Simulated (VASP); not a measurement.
Write the native input for VASP 6.6.1 that does the following.

```yaml
Task: single point
Functional: PBEsol
Potentials_or_basis: VASP PAW PBE potentials, release 64 (Al, N)
Cutoff: 600 eV
k_mesh: 11 × 11 × 6
Occupations: fermi-dirac, width 0.02 eV
Spin: no spin polarisation
Dipole_correction: no
Further_INCAR_settings: ALGO = Normal; EDIFF = 1e-06; NBANDS = 16
```

The structure of AlN lies in POSCAR:

```
AlN
1.0
    3.0176720870      0.0000000000      0.0000000000
   -1.5088360435      2.6133806877      0.0000000000
    0.0000000000      0.0000000000      4.9780000000
Al N
2 2
Direct
    0.3333333333      0.6666666667      0.0000000000
    0.6666666667      0.3333333333      0.5000000000
    0.3333333333      0.6666666667      0.3850000000
    0.6666666667      0.3333333333      0.8850000000
```

This cell differs from its parent crystal: equal xx and yy strain of -3 %.

One way to write it, as run:

INCAR

```
SYSTEM = AlN
PREC = Accurate
ENCUT = 600
EDIFF = 1E-6
ISMEAR = -1
SIGMA = 0.02
LREAL = .False.
LASPH = .True.
NELM = 120
ALGO = Normal
ISIF = 2
LWAVE = .False.
LCHARG = .False.
GGA = PS
NBANDS = 16
GGA_COMPAT = .False.
```

KPOINTS

```
regular mesh
0
Gamma
  11 11 6
  0 0 0
```

Potentials or basis: VASP PAW PBE potentials, release 64 (Al, N).

Command:

```console
$ cat potpaw_PBE.64/Al/POTCAR potpaw_PBE.64/N/POTCAR > POTCAR
$ mpirun -np 1 vasp_std > vasp.out
```

Results of the run:

- Pressure: 15.3 GPa
- Largest force: 0.605 eV/Å
- Band gap on the k mesh: 4.71 eV

Caveat: the cell differs from its parent crystal (equal xx and yy strain of -3 %); the stress differs along the axes, from 3 to 21 GPa; the PAW data sets were made with another functional, which shifts forces and pressure a little.

It took 31 s on 1 thread of Intel Xeon 8259CL, on a shared host, peak memory 0.18 GiB.
